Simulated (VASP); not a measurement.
C, 2 atoms in the cell. The structure is orthorhombic, space group Fmmm (No. 69). The conventional cell has a = 2.467 Å, b = 4.272 Å, c = 8.465 Å, α = 90.00°, β = 90.00°, γ = 90.00°. C (site symmetry m2m) has 3 C at 1.42 Å within 1.9 Å. 

* Program: VASP 6.6.1
* Task: single point
* Functional: PBE
* Potentials or basis: VASP PAW PBE potentials, release 64 (C)
* Cutoff: 520 eV
* k mesh: 18 × 18 × 18
* Occupations: gaussian, width 0.01 eV
* Spin: no spin polarisation
* Dipole correction: no
* Further INCAR settings: ALGO = Normal; EDIFF = 1e-06; NBANDS = 11

Potentials or basis: VASP PAW PBE potentials, release 64 (C).

Command:

```sh
$ cat potpaw_PBE.64/C/POTCAR > POTCAR
$ mpirun -np 1 vasp_std > vasp.out
```

Hardware: 1 thread of Intel(R) Xeon(R) 6975P-C (Granite Rapids), on a shared host.

Question: How long does it take, and how much memory?

Answer: It took 76 s on 1 thread of Intel(R) Xeon(R) 6975P-C (Granite Rapids), with other jobs on the host, peak memory 0.29 GiB. Counts: scf iterations 12, k points 865.
